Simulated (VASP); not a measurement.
NaCl, 4 atoms in the cell. Symmetry: P6_3/mmc, No. 194, hexagonal system. Conventional cell: a = 3.892 Å, b = 3.892 Å, c = 6.737 Å, α = 90.00°, β = 90.00°, γ = 120.00°. Na (site symmetry -3m) has 6 Cl at 2.81 Å and 2 Na at 3.37 Å within 3.7 Å. Cl (site symmetry -6m2) has 6 Na at 2.81 Å within 3.7 Å. 

- Program: VASP 6.6.1
- Task: single point
- Functional: PBE
- Potentials or basis: VASP PAW PBE potentials, release 64 (Na_pv, Cl)
- Cutoff: 520 eV
- k mesh: 6 × 6 × 4
- Occupations: gaussian, width 0.01 eV
- Spin: no spin polarisation
- Dipole correction: no
- Further INCAR settings: ALGO = Normal; EDIFF = 1e-06; NBANDS = 22

Potentials or basis: VASP PAW PBE potentials, release 64 (Na_pv, Cl).

Command:

```bash
$ cat potpaw_PBE.64/Na_pv/POTCAR potpaw_PBE.64/Cl/POTCAR > POTCAR
$ mpirun -np 1 vasp_std > vasp.out
```

Hardware: 1 thread of Intel(R) Xeon(R) Platinum 8559C (Emerald Rapids), with other jobs on the host.

How long does it take, and how much memory?

Run time: 23 s on 1 thread of Intel(R) Xeon(R) Platinum 8559C (Emerald Rapids), on a shared host, peak memory 0.2 GiB. Counts: scf iterations 12, k points 21.
